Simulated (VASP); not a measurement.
Set up this calculation in VASP 6.6.1, as the native input.

```yaml
Task: single point
Functional: PBE
Potentials_or_basis: VASP PAW PBE potentials, release 64 (Pt)
Cutoff: 520 eV
k_mesh: 10 × 10 × 10
Occupations: gaussian, width 0.025 eV
Spin: non-collinear spin, zero start, spin-orbit coupling
Starting_moments: "[[0.0, 0.0, 0.0]] μB"
Dipole_correction: no
Further_INCAR_settings: ALGO = Normal; EDIFF = 1e-06; NBANDS = 21
```

The structure of Pt lies in POSCAR:

```
Pt
1.0
   -1.5842200000      1.5842200000      1.5842200000
    1.5842200000     -1.5842200000      1.5842200000
    1.5842200000      1.5842200000     -1.5842200000
Pt
1
Direct
    0.0000000000      0.0000000000      0.0000000000
```

This isn't the form of Pt at room conditions, which is fcc.

One way to write it, as run:

INCAR

```
ALGO = Normal
EDIFF = 1E-6
ENCUT = 520
GGA = PE
GGA_COMPAT = False
ISIF = 2
ISMEAR = 0
LASPH = True
LCHARG = False
LMAXMIX = 4
LORBIT = 11
LORBMOM = True
LREAL = False
LSORBIT = True
LWAVE = False
MAGMOM = 0 0 0
NBANDS = 21
NELM = 150
PREC = Accurate
SIGMA = 0.025
```

KPOINTS

```
k-points
0
Gamma
  10 10 10
```

Potentials or basis: VASP PAW PBE potentials, release 64 (Pt).

Run with:

```sh
$ cat potpaw_PBE.64/Pt/POTCAR > POTCAR
$ mpirun -np 1 vasp_ncl > vasp.out
```

Results of the run:

| Property | Result |
| --- | --- |
| Pressure | -1.0 GPa |
| Net moment | 0.00 μB per cell |
| Valence electrons inside the program's atomic spheres | Pt 9.18 |

Wall time 43 s on 1 thread of Intel Xeon 8259CL, on a shared host, peak memory 0.17 GiB.
